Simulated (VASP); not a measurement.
# Ti2Si3 (R-3m) in VASP: further runs

Ti2Si3 is run at these levels: PBE; tasks: single point.

All numbers are computed with VASP 6.6.1; they aren't measurements. Logs are shortened: lines on timing, memory, paths and dates and some standing lists are left out, and cuts for length are marked.

**1. The cell of the first run**

The structure is trigonal, space group R-3m (No. 166). Conventional cell: a = 4.891 Å, b = 4.891 Å, c = 10.993 Å, α = 90.00°, β = 90.00°, γ = 120.00°. Within 3.5 Å of Ti (site symmetry 3m) lie 9 Si at 2.69 to 2.80 Å and 4 Ti at 2.75 to 2.97 Å. Within 3.2 Å of Si (site symmetry 2/m) lie 4 Si at 2.45 Å and 6 Ti at 2.69 to 2.80 Å.

**2. Single point, PBE**

File INCAR:

```
SYSTEM = Ti2Si3
PREC = Accurate
ENCUT = 520
EDIFF = 1E-6
ISMEAR = 0
SIGMA = 0.1
LREAL = .FALSE.
LASPH = .TRUE.
NELM = 80
ALGO = Normal
ISIF = 2
LWAVE = .FALSE.
LCHARG = .FALSE.
GGA = PE
NBANDS = 26
```

File KPOINTS:

```
regular mesh
0
G
  12 12 12
  0 0 0
```

File POSCAR:

```
Ti2Si3
1.0
    2.4454197694      1.4118637621      3.6643417002
   -2.4454197694      1.4118637621      3.6643417002
    0.0000000000     -2.8237275242      3.6643417002
Ti Si
2 3
Direct
    0.6249455757      0.6249455757      0.6249455757
    0.3750544243      0.3750544243      0.3750544243
    0.5000000000      0.0000000000      0.0000000000
    0.0000000000      0.5000000000      0.0000000000
    0.0000000000      0.0000000000      0.5000000000
```

Potentials or basis: VASP PAW PBE potentials, release 64 (Ti_sv, Si).

Command:

```bash
$ cat potpaw_PBE.64/Ti_sv/POTCAR potpaw_PBE.64/Si/POTCAR > POTCAR
$ mpirun -np 1 vasp_std > vasp.out
```

OUTCAR:

```text
SYSTEM = Ti2Si3
   PREC = Accurate
   ENCUT = 520
   EDIFF = 1E-6
   ISMEAR = 0
   LREAL = .FALSE.
   LASPH = .TRUE.
   NELM = 80
   ISIF = 2
   GGA = PE

 ion  position               nearest neighbor table
   1  0.625  0.625  0.625-   5 2.69   4 2.69   3 2.69   2 2.75   3 2.80   4 2.80   3 2.80   4 2.80
                             5 2.80   5 2.80
   2  0.375  0.375  0.375-   5 2.69   4 2.69   3 2.69   1 2.75   4 2.80   3 2.80   3 2.80   4 2.80
                             5 2.80   5 2.80
   3  0.500  0.000  0.000-   5 2.45   5 2.45   4 2.45   4 2.45   1 2.69   2 2.69   2 2.80   1 2.80
                             2 2.80   1 2.80
   4  0.000  0.500  0.000-   5 2.45   5 2.45   3 2.45   3 2.45   1 2.69   2 2.69   1 2.80   2 2.80
                             2 2.80   1 2.80
   5  0.000  0.000  0.500-   3 2.45   4 2.45   4 2.45   3 2.45   1 2.69   2 2.69   2 2.80   1 2.80
                             2 2.80   1 2.80

  LATTYP: Found a trigonal (rhomboedric) cell.
 ALAT       =     4.6261038928
 COS(alpha) =     0.4411360841

  Lattice vectors:

 A1 = (   2.4454197694,   1.4118637621,   3.6643417002)
 A2 = (  -2.4454197694,   1.4118637621,   3.6643417002)
 A3 = (   0.0000000000,  -2.8237275242,   3.6643417002)

Analysis of symmetry for initial positions (statically):
=====================================================================
 Subroutine PRICEL returns:
 Original cell was already a primitive cell.

 Routine SETGRP: Setting up the symmetry group for a
 trigonal (rhombohedral) supercell.

 Subroutine GETGRP returns: Found 12 space group operations
 (whereof 12 operations were pure point group operations)
 out of a pool of 12 trial point group operations.

The static configuration has the point symmetry D_3d.

Analysis of symmetry for dynamics (positions and initial velocities):
=====================================================================
 Subroutine PRICEL returns:
 Original cell was already a primitive cell.

 Routine SETGRP: Setting up the symmetry group for a
 trigonal (rhombohedral) supercell.

 Subroutine GETGRP returns: Found 12 space group operations
 (whereof 12 operations were pure point group operations)
 out of a pool of 12 trial point group operations.

The dynamic configuration has the point symmetry D_3d.

 Subroutine INISYM returns: Found 12 space group operations
 (whereof 12 operations are pure point group operations),
 and found     1 'primitive' translations

----------------------------------------------------------------------------------------

                                     Primitive cell

  volume of cell :      75.9090

  direct lattice vectors                    reciprocal lattice vectors
     2.445419769  1.411863762  3.664341700     0.204463874  0.118047273  0.090966771
    -2.445419769  1.411863762  3.664341700    -0.204463874  0.118047273  0.090966771
     0.000000000 -2.823727524  3.664341700     0.000000000 -0.236094546  0.090966771

  length of vectors
     4.626103893  4.626103893  4.626103893     0.253013019  0.253013019  0.253013019

  position of ions in fractional coordinates (direct lattice)
     0.624945576  0.624945576  0.624945576
     0.375054424  0.375054424  0.375054424
     0.500000000  0.000000000  0.000000000
     0.000000000  0.500000000  0.000000000
     0.000000000  0.000000000  0.500000000

  ion indices of the primitive-cell ions
   primitive index   ion index
                 1           1
                 2           2
                 3           3
                 4           4
                 5           5

----------------------------------------------------------------------------------------

 KPOINTS: regular mesh

Automatic generation of k-mesh.
 Grid dimensions read from file:
 generate k-points for:   12   12   12

 Generating k-lattice:

  Cartesian coordinates                     Fractional coordinates (reciprocal lattice)
     0.017038656  0.009837273  0.007580564     0.083333333  0.000000000 -0.000000000
    -0.017038656  0.009837273  0.007580564     0.000000000  0.083333333 -0.000000000
     0.000000000 -0.019674545  0.007580564    -0.000000000 -0.000000000  0.083333333

  Length of vectors
     0.021084418  0.021084418  0.021084418

  Shift w.r.t. Gamma in fractional coordinates (k-lattice)
     0.000000000  0.000000000  0.000000000

 Subroutine IBZKPT returns following result:
 ===========================================

 Found    189 irreducible k-points:

 Following reciprocal coordinates:
            Coordinates               Weight
  0.000000  0.000000  0.000000      1.000000
  0.083333 -0.000000  0.000000      6.000000
  0.166667 -0.000000  0.000000      6.000000
  0.250000  0.000000 -0.000000      6.000000
  0.333333  0.000000  0.000000      6.000000
  0.416667  0.000000 -0.000000      6.000000
[... 16 lines left out ...]
  0.500000  0.166667  0.000000     12.000000
 -0.416667  0.166667  0.000000     12.000000
 [... further k-points ...]
   k-points           NKPTS =    189   k-points in BZ     NKDIM =    189   number of bands    NBANDS=     26
   number of dos      NEDOS =    301   number of ions     NIONS =      5
   total plane-waves  NPLWV =  46656
   dimension x,y,z NGX =    36 NGY =   36 NGZ =   36
   dimension x,y,z NGXF=    72 NGYF=   72 NGZF=   72
   ions per type =               2   3
   NGX,Y,Z   is equivalent  to a cutoff of  12.94, 12.94, 12.94 a.u.
   NGXF,Y,Z  is equivalent  to a cutoff of  25.87, 25.87, 25.87 a.u.
 SYSTEM =  Ti2Si3
   PREC   = accura    normal or accurate (medium, high low for compatibility)
   ISTART =      0    job   : 0-new  1-cont  2-samecut
   ICHARG =      2    charge: 1-file 2-atom 10-const
   ISPIN  =      1    spin polarized calculation?
   LNONCOLLINEAR =      F non collinear calculations
   LSORBIT =      F    spin-orbit coupling
   LASPH  =      T    aspherical Exc in radial PAW
   ENCUT  =  520.0 eV  38.22 Ry    6.18 a.u.   8.60  8.60  8.60*2*pi/ulx,y,z
   NELM   =     80;   NELMIN=  2; NELMDL= -5     # of ELM steps
   EDIFF  = 0.1E-05   stopping-criterion for ELM
   LREAL  =      F    real-space projection
[... 7 lines left out ...]
   TEBEG  =    0.0;   TEEND  =   0.0 temperature during run
   PSTRESS=    0.0 pullay stress
   NELECT =      36.0000    total number of electrons
   NUPDOWN=      -1.0000    fix difference up-down
   EMIN   =  10.00;   EMAX   =-10.00  energy-range for DOS
   EFERMI =   0.00;   METHOD = LEGACY
   ISMEAR =     0;   SIGMA  =   0.10  broadening in eV -4-tet -1-fermi 0-gaus
   EFERMI_NEDOS =   21; number of points for ismear=-14 and -15
   IALGO  =     38    algorithm
   IMIX   =      4    mixing-type and parameters
     AMIX     =   0.40;   BMIX     =  1.00
     AMIX_MAG =   1.60;   BMIX_MAG =  1.00
  volume/ion in A,a.u.               =      15.18       102.45
  Fermi-wavevector in a.u.,A,eV,Ry     =   1.276668  2.412552 22.175868  1.629880
  Thomas-Fermi vector in A             =   2.409311
   LORBIT       =      0    0 simple, 1 ext, 2 COOP (PROOUT), +10 PAW based schemes
   GGA     = PE    functional components
   LHFCALC =     F    Hartree Fock is set to
   AEXX    =    0.0000 exact exchange contribution
   IVDW    =     0    specifies the selected vdW correction
   LEPSILON=     F    determine dielectric tensor
   LRPA    =     F    only Hartree local field effects (RPA)
 non-spin polarized calculation
 Gauss-broadening in eV      SIGMA  =   0.10
  energy-cutoff  :      520.00
  volume of cell :       75.91
 maximum number of plane-waves:      2071
   NGX = 17   NGY = 17   NGZ = 17

 number of electron      36.0000000 magnetization

 Free energy of the ion-electron system (eV)
  ---------------------------------------------------
  ext. energy  EPLUGINS =         0.00000000
  ---------------------------------------------------
  free energy    TOTEN  =       -33.61284141 eV

  energy without entropy =      -33.60124208  energy(sigma->0) =      -33.60704175

 E-fermi :   9.4038     XC(G=0): -11.3587

 val. band max:        9.4033222330   @ k =  -0.3333   0.3333   0.1667
 cond. band min:       9.4079299190   @ k =  -0.4167   0.4167   0.0000
 fundamental gap:      0.0046076860
 Fermi energy:         9.4038207166

 k-point     1 :       0.0000    0.0000    0.0000
  band No.  band energies     occupation
      1     -47.2317      2.00000
      2     -47.1428      2.00000
      3     -23.5922      2.00000
      4     -23.5922      2.00000
      5     -23.5500      2.00000
      6     -23.4550      2.00000
[... 18 lines left out ...]
     25      13.2247      0.00000
     26      13.2247      0.00000

 k-point     2 :       0.0833   -0.0000    0.0000
  band No.  band energies     occupation
      1     -47.2308      2.00000
      2     -47.1437      2.00000
      3     -23.5935      2.00000
      4     -23.5927      2.00000
      5     -23.5521      2.00000
      6     -23.4537      2.00000
[... 18 lines left out ...]
     25      12.8708      0.00000
     26      13.1163      0.00000

 k-point     3 :       0.1667   -0.0000    0.0000
  band No.  band energies     occupation
      1     -47.2282      2.00000
      2     -47.1463      2.00000
      3     -23.5968      2.00000
      4     -23.5942      2.00000
      5     -23.5575      2.00000
      6     -23.4504      2.00000
[... 18 lines left out ...]
     25      12.4010      0.00000
     26      12.7986      0.00000

 k-point     4 :       0.2500    0.0000   -0.0000
  band No.  band energies     occupation
      1     -47.2244      2.00000
      2     -47.1501      2.00000
      3     -23.6011      2.00000
      4     -23.5964      2.00000
      5     -23.5641      2.00000
      6     -23.4461      2.00000
[... 18 lines left out ...]
     25      12.4584      0.00000
     26      12.4724      0.00000
[... 496 lines left out ...]
      1     -47.2146      2.00000
      2     -47.1598      2.00000
      3     -23.6292      2.00000
      4     -23.5916      2.00000
      5     -23.5601      2.00000
      6     -23.4621      2.00000
[... 18 lines left out ...]
     25      12.0728      0.00000
     26      12.9840      0.00000

 k-point    23 :       0.5000    0.1667    0.0000
  band No.  band energies     occupation
      1     -47.2122      2.00000
      2     -47.1623      2.00000
      3     -23.6321      2.00000
      4     -23.5908      2.00000
      5     -23.5615      2.00000
      6     -23.4631      2.00000
[... 18 lines left out ...]
     25      12.0958      0.00000
     26      13.2039      0.00000

 k-point    24 :      -0.4167    0.1667    0.0000
  band No.  band energies     occupation
      1     -47.2124      2.00000
      2     -47.1620      2.00000
      3     -23.6319      2.00000
      4     -23.5879      2.00000
      5     -23.5636      2.00000
      6     -23.4635      2.00000
[... 18 lines left out ...]
     25      12.0377      0.00000
     26      13.3051      0.00000

 [... further k-points ...]

------------------------ aborting loop because EDIFF is reached ----------------------------------------

  FORCE on cell =-STRESS in cart. coord.  units (eV):
  Direction    XX          YY          ZZ          XY          YZ          ZX
  --------------------------------------------------------------------------------------
  -------------------------------------------------------------------------------------
  Total       -0.0508244     -0.0508244     -0.0032114      0.0000000      0.0000000      0.0000000
  in kB       -1.0727283     -1.0727283     -0.0677824      0.0000000      0.0000000      0.0000000
  external PRESSURE =      -0.7377464 kB  Pullay stress =       0.0000000 kB

 VOLUME and BASIS-vectors are now :
 -----------------------------------------------------------------------------
  energy-cutoff  :      520.00
  volume of cell :       75.91
      direct lattice vectors                 reciprocal lattice vectors
     2.445419769  1.411863762  3.664341700     0.204463874  0.118047273  0.090966771
    -2.445419769  1.411863762  3.664341700    -0.204463874  0.118047273  0.090966771
     0.000000000 -2.823727524  3.664341700     0.000000000 -0.236094546  0.090966771

 POSITION                                       TOTAL-FORCE (eV/Angst)
 -----------------------------------------------------------------------------------
      0.00000      0.00000      6.87004         0.000000      0.000000      0.004221
      0.00000      0.00000      4.12298         0.000000     -0.000000     -0.004221
      1.22271      0.70593      1.83217         0.000000     -0.000000      0.000000
     -1.22271      0.70593      1.83217        -0.000000     -0.000000      0.000000
      0.00000     -1.41186      1.83217         0.000000     -0.000000      0.000000
 -----------------------------------------------------------------------------------
    total drift:                                0.000000     -0.000000      0.000000

  FREE ENERGIE OF THE ION-ELECTRON SYSTEM (eV)
  ---------------------------------------------------
  free  energy   TOTEN  =       -33.6128414133 eV

  energy  without entropy=      -33.6012420776  energy(sigma->0) =      -33.60704175
```

Wall time 9.6 min (1 thread of Intel Xeon 8259CL, shared host); peak memory 0.43 GiB.

Results:

| Quantity | Value |
| --- | --- |
| Free energy | -33.6128 eV |
| Pressure | -0.1 GPa |
| Largest force | 0.004 eV/Å |
| Band gap on the k mesh | zero (bands 18 and 19 overlap by 0.16 eV) |

Forces on the atoms (eV/Å):
```
Ti   0.000  0.000  0.004
Ti   0.000  0.000 -0.004
Si   0.000  0.000  0.000
Si   0.000  0.000  0.000
Si   0.000  0.000  0.000
```

Stress tensor (GPa, compression positive):
```
-0.11  0.00  0.00
 0.00 -0.11  0.00
 0.00  0.00 -0.01
```

Levels at points of the mesh, in eV from the Fermi level:
```tsv
k point	band 16	band 17	band 18	band 19	band 20	band 21
(0.00, 0.00, 0.00)	-1.76	-1.76	-0.87	0.70	1.64	1.64
(0.50, 0.00, 0.00)	-1.03	-0.86	-0.36	0.50	1.08	1.86
(0.50, 0.50, 0.00)	-0.46	-0.39	-0.21	-0.11	0.34	0.58
(0.50, 0.50, 0.50)	-1.41	-0.98	-0.98	1.38	1.38	2.29
```

**3. Single point, PBE**

This run uses another cell than the first one, of 15.39 Å³/atom.

File INCAR:

```
SYSTEM = Ti2Si3
ALGO = Normal
EDIFF = 1E-6
ENCUT = 520
GGA = PE
ISIF = 2
ISMEAR = 0
LASPH = .True.
LCHARG = .False.
LREAL = .False.
LWAVE = .False.
NBANDS = 26
NELM = 80
PREC = Accurate
SIGMA = 0.1
```

File KPOINTS:

```
k-points
0
Gamma
  12 12 12
  0 0 0
```

File POSCAR:

```
Ti2Si3
1.0
    2.0203019122      1.1664218529      5.4422415191
   -2.0203019122      1.1664218529      5.4422415191
    0.0000000000     -2.3328437057      5.4422415191
Ti Si
2 3
Direct
    0.4085422664      0.4085422664      0.4085422664
    0.5914577336      0.5914577336      0.5914577336
    0.0000000000      0.0000000000      0.0000000000
    0.1610679407      0.1610679407      0.1610679407
    0.8389320593      0.8389320593      0.8389320593
```

Potentials or basis: VASP PAW PBE potentials, release 64 (Ti_sv, Si).

Command:

```bash
$ cat potpaw_PBE.64/Ti_sv/POTCAR potpaw_PBE.64/Si/POTCAR > POTCAR
$ mpirun -np 1 vasp_std > vasp.out
```

Wall time 16 min (1 thread of Intel Xeon Platinum 8259CL at 2.50GHz (Skylake/Cascade Lake), shared host); peak memory 0.53 GiB.

Results (log left out):

```
Free energy            : -33.2853 eV
Pressure               : 0.0 GPa
Largest force          : 0.003 eV/Å
Band gap on the k mesh : zero (bands 18 and 19 overlap by 1.46 eV)
```

Forces in eV/Å, atoms in the order of the input:
```
Ti   0.000  0.000 -0.003
Ti   0.000  0.000  0.003
Si   0.000  0.000  0.000
Si   0.000  0.000  0.001
Si   0.000  0.000 -0.001
```

Levels at points of the mesh, in eV from the Fermi level:
```tsv
k point	band 14	band 15	band 16	band 17	band 18	band 19	band 20	band 21	band 22	band 23
(0.00, 0.00, 0.00)	-2.39	-2.39	-1.68	-1.68	-1.15	-0.72	0.25	0.25	1.96	1.96
(0.50, 0.00, 0.00)	-2.82	-2.52	-2.22	-1.97	0.19	0.41	0.69	0.72	1.03	1.77
(0.50, 0.50, 0.00)	-2.95	-2.82	-2.17	-2.05	0.29	0.35	0.72	0.90	1.05	1.50
(0.50, 0.50, 0.50)	-2.03	-2.03	-2.03	-1.29	-0.52	-0.52	-0.46	-0.46	1.05	1.82
```
